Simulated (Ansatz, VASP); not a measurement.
**Ti: VASP beside Ansatz**

```xyz
4
Lattice="0.0000 -3.2102 3.2102 3.2102 -3.2102 0.0000 3.2102 0.0000 3.2102" Properties=species:S:1:pos:R:3 pbc="T T T"
Ti    0.0000    0.0000    0.0000
Ti    1.6051   -1.6051    1.6051
Ti    3.2102   -3.2102    3.2102
Ti    4.8153   -4.8153    4.8153
```

Alike in both runs: functional PBEsol; k mesh 12 × 12 × 12; occupations gaussian, width 0.1 eV; no spin polarisation.

Ansatz relaxed the structure, and its values are those at the end. VASP's run is a single point on that final structure, the one shown.

```csv
,VASP,Ansatz
version,VASP 6.6.1,Ansatz 0.2.0
potentials or method,"VASP PAW PBE potentials, release 64 (Ti_sv), cutoff 520 eV","scalar-relativistic, plane waves, PAW"
valence electrons in the cell,48,48
```

```tsv
	VASP	Ansatz	Ansatz less VASP
gap on the k mesh at the Fermi level (eV)	none	none	-
pressure (GPa)	-0.4	-0.1	+0.29
```

VASP's potentials were made for PBE, not for PBEsol. A gap of «none» marks a metal or a gap that the smearing closes. The functional is the same, so the differences come from potentials, cutoffs and numerics.
